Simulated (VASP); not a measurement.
# WSe2 in VASP: notebook

WSe2 is run at these levels: PBE+D3(BJ); tasks: single point.

Everything below comes from runs of VASP 6.6.1. Logs are shortened: lines on timing, memory, paths and dates and some standing lists are left out, and cuts for length are marked.

## Step 1: The cell of the first run

The cell holds a slab with vacuum, 3 atoms: a = 3.318 Å, b = 3.170 Å, c = 16.658 Å, α = 90.00°, β = 90.00°, γ = 121.56°.

## Step 2: Single point, PBE+D3(BJ) (strain -0.0600 x Voigt [0, 1, 0, 0, 0, 0])

Input file INCAR:

```
SYSTEM = WSe2
PREC = Accurate
ENCUT = 520
EDIFF = 1E-6
ISMEAR = 0
SIGMA = 0.05
LREAL = .FALSE.
LASPH = .TRUE.
NELM = 80
ALGO = Normal
ISIF = 2
LWAVE = .FALSE.
LCHARG = .FALSE.
GGA = PE
IVDW = 12
NBANDS = 20
```

Input file KPOINTS:

```
regular mesh
0
G
  9 9 2
  0 0 0
```

Input file POSCAR:

```
WSe2
1.0
    3.3179375931      0.0000000000      0.0000000000
   -1.6589687966      2.7010131492      0.0000000000
    0.0000000000      0.0000000000     16.6581424200
W Se
1 2
Direct
    0.0000000000      0.0000000000      0.0000000000
    0.3333333333      0.6666666667      0.0997865200
    0.3333333333      0.6666666667      0.9002134800
```

Potentials or basis: VASP PAW PBE potentials, release 64 (W_sv, Se).

Launch:

```bash
$ cat potpaw_PBE.64/W_sv/POTCAR potpaw_PBE.64/Se/POTCAR > POTCAR
$ mpirun -np 1 vasp_std > vasp.out
```

OUTCAR:

```text
SYSTEM = WSe2
   PREC = Accurate
   ENCUT = 520
   EDIFF = 1E-6
   ISMEAR = 0
   LREAL = .FALSE.
   LASPH = .TRUE.
   NELM = 80
   ISIF = 2
   GGA = PE
   IVDW = 12
 IVDW          = 12

 ion  position               nearest neighbor table
   1  0.000  0.000  0.000-   2 2.45   3 2.45   2 2.52   3 2.52   2 2.52   3 2.52
   2  0.333  0.667  0.100-   1 2.45   1 2.52   1 2.52
   3  0.333  0.667  0.900-   1 2.45   1 2.52   1 2.52

  Warning from LATTYP: Monoclinic adjustment (A1->A3, A2->A1, A3->A2)!
  LATTYP: Found a base centered orthorhombic cell.
 ALAT       =     3.3179375931
 B/A-ratio  =     1.6281277591
 C/A-ratio  =     5.0206316281

  Lattice vectors:

 A1 = (   1.6589687966,  -2.7010131492,   0.0000000000)
 A2 = (   1.6589687965,   2.7010131492,   0.0000000000)
 A3 = (   0.0000000000,   0.0000000000,  16.6581424200)

Analysis of symmetry for initial positions (statically):
=====================================================================
 Subroutine PRICEL returns:
 Original cell was already a primitive cell.

 Routine SETGRP: Setting up the symmetry group for a
 base centered orthorhombic supercell.

 Subroutine GETGRP returns: Found  4 space group operations
 (whereof  4 operations were pure point group operations)
 out of a pool of  8 trial point group operations.

The static configuration has the point symmetry C_2v.

Analysis of symmetry for dynamics (positions and initial velocities):
=====================================================================
 Subroutine PRICEL returns:
 Original cell was already a primitive cell.

 Routine SETGRP: Setting up the symmetry group for a
 base centered orthorhombic supercell.

 Subroutine GETGRP returns: Found  4 space group operations
 (whereof  4 operations were pure point group operations)
 out of a pool of  8 trial point group operations.

The dynamic configuration has the point symmetry C_2v.

 Subroutine INISYM returns: Found  4 space group operations
 (whereof  4 operations are pure point group operations),
 and found     1 'primitive' translations

----------------------------------------------------------------------------------------

                                     Primitive cell

  volume of cell :     149.2868

  direct lattice vectors                    reciprocal lattice vectors
     3.317937593  0.000000000  0.000000000     0.301392046  0.185115722  0.000000000
    -1.658968797  2.701013149  0.000000000     0.000000000  0.370231445  0.000000000
     0.000000000  0.000000000 16.658142420     0.000000000  0.000000000  0.060030703

  length of vectors
     3.317937593  3.169802754 16.658142420     0.353701846  0.370231445  0.060030703

  position of ions in fractional coordinates (direct lattice)
     0.000000000  0.000000000  0.000000000
     0.333333333  0.666666667  0.099786520
     0.333333333  0.666666667  0.900213480

  ion indices of the primitive-cell ions
   primitive index   ion index
                 1           1
                 2           2
                 3           3

----------------------------------------------------------------------------------------

 KPOINTS: regular mesh

Automatic generation of k-mesh.
 Grid dimensions read from file:
 generate k-points for:    9    9    2

 Generating k-lattice:

  Cartesian coordinates                     Fractional coordinates (reciprocal lattice)
     0.033488005  0.020568414  0.000000000     0.111111111 -0.000000000  0.000000000
     0.000000000  0.041136827  0.000000000     0.000000000  0.111111111  0.000000000
     0.000000000  0.000000000  0.030015351     0.000000000  0.000000000  0.500000000

  Length of vectors
     0.039300205  0.041136827  0.030015351

  Shift w.r.t. Gamma in fractional coordinates (k-lattice)
     0.000000000  0.000000000  0.000000000

 Subroutine IBZKPT returns following result:
 ===========================================

 Found     50 irreducible k-points:

 Following reciprocal coordinates:
            Coordinates               Weight
  0.000000  0.000000  0.000000      1.000000
  0.111111 -0.000000  0.000000      4.000000
  0.222222  0.000000  0.000000      4.000000
  0.333333 -0.000000  0.000000      4.000000
  0.444444  0.000000  0.000000      4.000000
  0.000000  0.111111  0.000000      2.000000
[... 16 lines left out ...]
  0.333333  0.333333  0.000000      2.000000
  0.000000  0.444444  0.000000      2.000000
 [... further k-points ...]
   k-points           NKPTS =     50   k-points in BZ     NKDIM =     50   number of bands    NBANDS=     20
   number of dos      NEDOS =    301   number of ions     NIONS =      3
   total plane-waves  NPLWV =  84672
   dimension x,y,z NGX =    28 NGY =   24 NGZ =  126
   dimension x,y,z NGXF=    56 NGYF=   48 NGZF=  252
   ions per type =               1   2
   NGX,Y,Z   is equivalent  to a cutoff of  14.03, 12.59, 12.57 a.u.
   NGXF,Y,Z  is equivalent  to a cutoff of  28.06, 25.17, 25.15 a.u.
 SYSTEM =  WSe2
   PREC   = accura    normal or accurate (medium, high low for compatibility)
   ISTART =      0    job   : 0-new  1-cont  2-samecut
   ICHARG =      2    charge: 1-file 2-atom 10-const
   ISPIN  =      1    spin polarized calculation?
   LNONCOLLINEAR =      F non collinear calculations
   LSORBIT =      F    spin-orbit coupling
   LASPH  =      T    aspherical Exc in radial PAW
   ENCUT  =  520.0 eV  38.22 Ry    6.18 a.u.   6.17  5.89 30.97*2*pi/ulx,y,z
   NELM   =     80;   NELMIN=  2; NELMDL= -5     # of ELM steps
   EDIFF  = 0.1E-05   stopping-criterion for ELM
   LREAL  =      F    real-space projection
   EDIFFG = 0.1E-04   stopping-criterion for IOM
   NSW    =      0    number of steps for IOM
   IBRION =     -1    ionic relax: 0-MD 1-quasi-New 2-CG
   NFREE  =      0    steps in history (QN), initial steepest desc. (CG)
   ISIF   =      2    stress and relaxation
   ISYM   =      2    0-nonsym 1-usesym 2-fastsym
   POTIM  = 0.5000    time-step for ionic-motion
   TEBEG  =    0.0;   TEEND  =   0.0 temperature during run
   PSTRESS=    0.0 pullay stress
   NELECT =      26.0000    total number of electrons
   NUPDOWN=      -1.0000    fix difference up-down
   EMIN   =  10.00;   EMAX   =-10.00  energy-range for DOS
   EFERMI =   0.00;   METHOD = LEGACY
   ISMEAR =     0;   SIGMA  =   0.05  broadening in eV -4-tet -1-fermi 0-gaus
   EFERMI_NEDOS =   21; number of points for ismear=-14 and -15
   IALGO  =     38    algorithm
   IMIX   =      4    mixing-type and parameters
     AMIX     =   0.40;   BMIX     =  1.00
     AMIX_MAG =   1.60;   BMIX_MAG =  1.00
  volume/ion in A,a.u.               =      49.76       335.81
  Fermi-wavevector in a.u.,A,eV,Ry     =   0.914237  1.727657 11.372148  0.835829
  Thomas-Fermi vector in A             =   2.038841
   LORBIT       =      0    0 simple, 1 ext, 2 COOP (PROOUT), +10 PAW based schemes
   GGA     = PE    functional components
   LHFCALC =     F    Hartree Fock is set to
   AEXX    =    0.0000 exact exchange contribution
   IVDW    =    12    specifies the selected vdW correction
   LEPSILON=     F    determine dielectric tensor
   LRPA    =     F    only Hartree local field effects (RPA)
 non-spin polarized calculation
 Gauss-broadening in eV      SIGMA  =   0.05
  energy-cutoff  :      520.00
  volume of cell :      149.29
 maximum number of plane-waves:      4051
 NGX is ok and might be reduce to    28
   NGX = 13   NGY = 11   NGZ = 61

 number of electron      25.9999997 magnetization

 Free energy of the ion-electron system (eV)
  ---------------------------------------------------
  ext. energy  EPLUGINS =         0.00000000
  ---------------------------------------------------
  free energy    TOTEN  =       -21.39946209 eV

  energy without entropy =      -21.39946209  energy(sigma->0) =      -21.39946209

 E-fermi :  -0.3284     XC(G=0):  -4.8997

 val. band max:       -0.5644283282   @ k =   0.3333   0.3333   0.5000
 cond. band min:       1.1912406919   @ k =   0.1111   0.2222   0.0000
 fundamental gap:      1.7556690201
 Fermi energy:        -0.3284218100

 k-point     1 :       0.0000    0.0000    0.0000
  band No.  band energies     occupation
      1     -74.4528      2.00000
      2     -38.7768      2.00000
      3     -38.6181      2.00000
      4     -38.5269      2.00000
      5     -15.7355      2.00000
      6     -14.3640      2.00000
[... 12 lines left out ...]
     19       4.2441      0.00000
     20       4.8524      0.00000

 k-point     2 :       0.1111   -0.0000    0.0000
  band No.  band energies     occupation
      1     -74.4512      2.00000
      2     -38.7702      2.00000
      3     -38.6439      2.00000
      4     -38.5429      2.00000
      5     -15.5379      2.00000
      6     -14.2682      2.00000
[... 12 lines left out ...]
     19       4.4981      0.00000
     20       5.4433      0.00000

 k-point     3 :       0.2222    0.0000    0.0000
  band No.  band energies     occupation
      1     -74.4471      2.00000
      2     -38.7533      2.00000
      3     -38.7204      2.00000
      4     -38.5714      2.00000
      5     -14.9910      2.00000
      6     -14.0056      2.00000
[... 12 lines left out ...]
     19       5.1887      0.00000
     20       6.1426      0.00000

 k-point     4 :       0.3333   -0.0000    0.0000
  band No.  band energies     occupation
      1     -74.4425      2.00000
      2     -38.8142      2.00000
      3     -38.7340      2.00000
      4     -38.5951      2.00000
      5     -14.2498      2.00000
      6     -13.6618      2.00000
[... 429 lines left out ...]
 k-point    23 :       0.3333    0.3333    0.0000
  band No.  band energies     occupation
      1     -74.4358      2.00000
      2     -38.8087      2.00000
      3     -38.7615      2.00000
      4     -38.7080      2.00000
      5     -13.1187      2.00000
      6     -13.0766      2.00000
[... 12 lines left out ...]
     19       6.1999      0.00000
     20       8.1908      0.00000

 k-point    24 :       0.0000    0.4444    0.0000
  band No.  band energies     occupation
      1     -74.4354      2.00000
      2     -38.8521      2.00000
      3     -38.7095      2.00000
      4     -38.7085      2.00000
      5     -13.3796      2.00000
      6     -13.1674      2.00000
[... 12 lines left out ...]
     19       6.3325      0.00000
     20       6.5574      0.00000

 [... further k-points ...]

------------------------ aborting loop because EDIFF is reached ----------------------------------------

 Edisp (eV)   -1.06598

 E8    (eV) :    -0.5050

  FORCE on cell =-STRESS in cart. coord.  units (eV):
  Direction    XX          YY          ZZ          XY          YZ          ZX
  --------------------------------------------------------------------------------------
  -------------------------------------------------------------------------------------
  Total       1.15379     5.62379     3.21088    -0.00000     0.00000     0.00000
  in kB      12.38269    60.35566    34.45984    -0.00000     0.00000     0.00000
  external pressure =       35.73 kB  Pullay stress =        0.00 kB

 VOLUME and BASIS-vectors are now :
 -----------------------------------------------------------------------------
  energy-cutoff  :      520.00
  volume of cell :      149.29
      direct lattice vectors                 reciprocal lattice vectors
     3.317937593  0.000000000  0.000000000     0.301392046  0.185115722  0.000000000
    -1.658968797  2.701013149  0.000000000     0.000000000  0.370231445  0.000000000
     0.000000000  0.000000000 16.658142420     0.000000000  0.000000000  0.060030703

 POSITION                                       TOTAL-FORCE (eV/Angst)
 -----------------------------------------------------------------------------------
      0.00000      0.00000      0.00000         0.000000     -0.652423      0.000000
     -0.00000      1.80068      1.66226        -0.000000      0.326212      0.974643
     -0.00000      1.80068     14.99588        -0.000000      0.326212     -0.974643
 -----------------------------------------------------------------------------------
    total drift:                                0.000000      0.000036     -0.000000

  FREE ENERGIE OF THE ION-ELECTRON SYSTEM (eV)
  ---------------------------------------------------
  free  energy   TOTEN  =       -22.4654410774 eV

  energy  without entropy=      -22.4654410774  energy(sigma->0) =      -22.46544108
```

Wall time 86 s (1 thread of Intel Xeon 6975P-C (Granite Rapids), shared host); peak memory 0.36 GiB.

Results:

| Item | Value |
| --- | --- |
| Free energy | -22.4654 eV |
| Largest force | 1.028 eV/Å |
| Band gap on the k mesh | 1.76 eV (least direct gap 1.84 eV) |
| Dispersion energy per atom | -0.355 eV |

Forces in eV/Å, atoms in the order of the input:
```
W    0.000 -0.652  0.000
Se   0.000  0.326  0.975
Se   0.000  0.326 -0.975
```

Caveat: the cell differs from its parent crystal (strain -0.0600 x Voigt [0, 1, 0, 0, 0, 0]); spin-orbit coupling is left out, which moves the levels of the heavy elements.

[end of part 1 of 2]
